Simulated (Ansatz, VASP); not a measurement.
# MgO: VASP beside Ansatz

```xyz
4
Lattice="3.4841 0.0000 0.0000 -1.7420 3.0173 0.0000 0.0000 0.0000 4.1853" Properties=species:S:1:pos:R:3 pbc="T T T"
Mg    1.7420    1.0058    3.1390
Mg    0.0000    2.0115    1.0463
O     1.7420    1.0058    1.0463
O     0.0000    2.0115    3.1390
```

Alike in both runs: task single point; functional PBE; k mesh 6 × 6 × 4; occupations fermi-dirac, width 0.05 eV; no spin polarisation.

|  | VASP | Ansatz |
| --- | --- | --- |
| version | VASP 6.6.1 | Ansatz 0.2.0 |
| potentials or method | VASP PAW PBE potentials, release 64 (Mg, O) | plane waves |
| plane-wave cutoff (eV) | 600 | 420 |
| valence electrons in the cell | 16 | 32 |

```csv
,VASP,Ansatz,Ansatz less VASP
gap on the k mesh at the Fermi level (eV),3.44,3.45,+0.015
pressure (GPa),3.8,4.5,+0.69
"traceless stress, the component that is largest in VASP (GPa)",0.31,0.42,+0.106
```

VASP's potentials hold 16 valence electrons a cell and Ansatz's 32, so a difference there can come from the potentials and not from the codes.
